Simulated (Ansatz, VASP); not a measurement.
As3Se2 in VASP and in Ansatz

```xyz
5
Lattice="4.7907 0.0000 0.0000 -2.3954 4.1489 0.0000 0.0000 0.0000 5.5864" Properties=species:S:1:pos:R:3 pbc="T T T"
As    0.0000    0.0000    4.0442
As    0.0000    0.0000    1.5421
As    2.3954    1.3830    0.0000
Se    2.3954    1.3830    2.7932
Se    0.0000    2.7659    0.0000
```

Change from the starting cell: species swapped into the Fe3Ge2 type (P-6m2, No. 187).

Alike in both runs: task relaxation of cell and atoms; functional PBE; k mesh 12 × 12 × 8; occupations gaussian, width 0.1 eV; no spin polarisation.

```csv
,VASP,Ansatz
version,VASP 6.6.1,Ansatz 0.2.0
potentials or method,"VASP PAW PBE potentials, release 64 (As, Se), cutoff 600 eV","scalar-relativistic, plane waves, PAW"
valence electrons in the cell,27,77
```

```csv
,VASP,Ansatz,Ansatz less VASP
"gap on the k mesh at the Fermi level, each at its own relaxed structure (eV)",none,none,-
relaxed volume (Å³/atom),22.27,22.25,-0.021
relaxed cell length with the largest relative difference (Å),5.690,5.697,+0.0068
```

A gap of «none» marks a metal or a gap that the smearing closes. VASP's potentials hold 27 valence electrons a cell and Ansatz's 77, so a difference there can come from the potentials and not from the codes.
